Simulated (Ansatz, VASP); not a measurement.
# One calculation of AgI, two programs

File INCAR:

```
  PREC = Accurate
  ENCUT = 500
  EDIFF = 1E-6
  ISMEAR = 0
  SIGMA = 0.1
  LREAL = False
  LASPH = True
  NELM = 200
  ALGO = Normal
  ISIF = 2
  LWAVE = False
  LCHARG = False
  ISPIN = 2
  MAGMOM = 0 -0.1
  LORBIT = 11
  LMAXMIX = 4
  GGA = B5
  ALDAX = 1.0
  AGGAX = 1.0
  AGGAC = 1.0
  ALDAC = 0.0
  NBANDS = 20
  GGA_COMPAT = False
```

File KPOINTS:

```
Automatic mesh
0
Gamma
  2 2 2
```

File POSCAR:

```
AgI
1.0
    0.0000000000      3.2820957782      3.2820957782
    3.2820957782      0.0000000000      3.2820957782
    3.2820957782      3.2820957782      0.0000000000
Ag I
1 1
Direct
    0.0000000000      0.0000000000      0.0000000000
    0.7500000000      0.7500000000      0.7500000000
```

Input for Ansatz:

```yaml
crystal:
  lattice:
    - [0.0, 3.2820957782, 3.2820957782]
    - [3.2820957782, 0.0, 3.2820957782]
    - [3.2820957782, 3.2820957782, 0.0]
  atoms:
    - { symbol: Ag, position: [0.0, 0.0, 0.0] }
    - { symbol: I, position: [0.75, 0.75, 0.75], spin: -0.1 }
basis:
  ecutwfc: 460
kpoints:
  mp_grid: { grid: [2, 2, 2] }
hamiltonian:
  xc: blyp
scf:
  occupations: { method: gaussian, width: 0.1 }
  lower_state_search: "off"
  eigensolver: { mixed_precision: false }
  max_iter: 82
output:
  forces: true
  stress: true
  eigenvalues: true
  populations: true
magnetization:
  spin_polarized: true
```

Alike in both runs: task single point; functional BLYP; k mesh 2 × 2 × 2; occupations gaussian, width 0.1 eV; collinear spin.

|  | VASP | Ansatz |
| --- | --- | --- |
| version | VASP 6.6.1 | Ansatz 0.2.0 |
| potentials or method | VASP PAW PBE potentials, release 64 (Ag, I), cutoff 500 eV | scalar-relativistic, plane waves, PAW |
| valence electrons in the cell | 18 | 36 |

VASP gave:

```
gap on the k mesh at the Fermi level (eV) : 1.24
least direct gap on the mesh (eV)         : 1.24
pressure (GPa)                            : 5.8
net moment per atom (μB)                  : 0.00
```

Task: Estimate Ansatz's values.

Result: gap on the k mesh at the Fermi level (eV): 1.21; least direct gap on the mesh (eV): 1.21; pressure (GPa): 5.7; net moment per atom (μB): 0.00.

VASP's potentials were made for PBE, not for BLYP. VASP's potentials hold 18 valence electrons a cell and Ansatz's 36, so a difference there can come from the potentials and not from the codes. Ansatz's warnings: seeded moment not kept.

The k mesh is coarse, so the values compare programs but aren't converged. Neither program's run includes spin-orbit coupling.
